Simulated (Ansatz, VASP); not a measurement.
Two plane-wave programs on SiC

Contents of INCAR:

```
SYSTEM = SiC
PREC     = Accurate       ! precision mode
ENCUT    = 600            ! plane-wave cutoff, eV
EDIFF    = 1E-6           ! SCF threshold, eV
ISMEAR   = 0              ! smearing method
SIGMA    = 0.2            ! smearing width, eV
LREAL    = .FALSE.        ! projectors in reciprocal space
LASPH    = .TRUE.         ! aspherical terms in the spheres
NELM     = 120            ! most SCF steps
ALGO     = Normal         ! electronic algorithm
ISIF     = 2              ! what is computed and relaxed
LWAVE    = .FALSE.        ! write WAVECAR
LCHARG   = .FALSE.        ! write CHGCAR
GGA      = PS             ! functional
NBANDS   = 11             ! bands
GGA_COMPAT= .FALSE.
```

File KPOINTS:

```
regular mesh
0
G
  8 8 8
  0 0 0
```

Contents of POSCAR:

```
SiC
1.0
    0.0000000000      2.1780523476      2.1780523476
    2.1780523476      0.0000000000      2.1780523476
    2.1780523476      2.1780523476      0.0000000000
Si C
1 1
Direct
    0.0000000000      0.0000000000      0.0000000000
    0.2500000000      0.2500000000      0.2500000000
```

Input for Ansatz:

```yaml
crystal:
  lattice:
    - [0.0, 2.1780523476, 2.1780523476]
    - [2.1780523476, 0.0, 2.1780523476]
    - [2.1780523476, 2.1780523476, 0.0]
  atoms:
    - { symbol: Si, position: [0.0, 0.0, 0.0] }
    - { symbol: C, position: [0.25, 0.25, 0.25] }
kpoints:
  mp_grid: { grid: [8, 8, 8] }
hamiltonian:
  xc: pbesol
scf:
  occupations: { method: gaussian, width: 0.2 }
  n_extra_bands: 4
output:
  forces: true
  stress: true
  eigenvalues: true
```

Alike in both runs: task single point; functional PBEsol; k mesh 8 × 8 × 8; occupations gaussian, width 0.2 eV; no spin polarisation.

```csv
,VASP,Ansatz
version,VASP 6.6.1,Ansatz 0.2.0
potentials or method,"VASP PAW PBE potentials, release 64 (Si, C)",plane waves
plane-wave cutoff (eV),600,420
valence electrons in the cell,8,8
```

```csv
,VASP,Ansatz,Ansatz less VASP
pressure (GPa),0.3,0.1,-0.23
```

VASP's potentials were made for PBE, not for PBEsol.
